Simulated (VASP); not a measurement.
Wanted: the native input for a VASP 6.6.1 run.

```yaml
Task: single point
Functional: PBE
Potentials_or_basis: VASP PAW PBE potentials, release 64 (Eu, Sb)
Cutoff: 520 eV
k_mesh: 10 × 10 × 4
Occupations: gaussian, width 0.05 eV
Spin: collinear spin, antiferromagnetic start
Starting_moments: "[7.41, -7.41, 0.0, 0.0] μB"
Dipole_correction: no
Further_INCAR_settings: ALGO = Normal; EDIFF = 1e-07; NBANDS = 34
```

The structure of EuSb lies in POSCAR:

```
EuSb
1.0
    4.2539050122      0.0000000000      0.0000000000
   -2.1269525061      3.6839898058      0.0000000000
    0.0000000000      0.0000000000      8.8170481959
Eu Sb
2 2
Direct
    1.0000000000      1.0000000000      0.0000000000
    1.0000000000      1.0000000000      0.5000000000
    0.6666666667      0.3333333333      0.2500000000
    0.6666666667      0.3333333333      0.7500000000
```

The input as run:

INCAR

```
SYSTEM = EuSb
  PREC = Accurate
  ENCUT = 520
  EDIFF = 1E-7
  ISMEAR = 0
  SIGMA = 0.05
  LREAL = .False.
  LASPH = .True.
  NELM = 150
  ALGO = Normal
  ISIF = 2
  LWAVE = .False.
  LCHARG = .False.
  ISPIN = 2
  MAGMOM = 7.41 -7.41 0 0
  LORBIT = 11
  LMAXMIX = 6
  GGA = PE
  NBANDS = 34
```

KPOINTS

```
regular mesh
0
Gamma
  10 10 4
  0 0 0
```

Potentials or basis: VASP PAW PBE potentials, release 64 (Eu, Sb).

Run with:

```sh
$ cat potpaw_PBE.64/Eu/POTCAR potpaw_PBE.64/Sb/POTCAR > POTCAR
$ mpirun -np 1 vasp_std > vasp.out
```

Results of the run:

The pressure is -0.7 GPa and the band gap on the k mesh is zero (filled and empty bands overlap). The net moment is 0.00 μB per cell and the site moments are Eu +6.52, -6.52; Sb +0.00 μB. The valence electrons inside the program's atomic spheres are Eu 14.69; Sb 2.47.

Caveat: spin-orbit coupling is left out, which moves the levels of the heavy elements; semilocal functionals describe open f shells poorly, which spoils levels, moments and volumes.

It took 24 min on 1 thread of Intel Xeon 8259CL (shared host), peak memory 0.53 GiB.
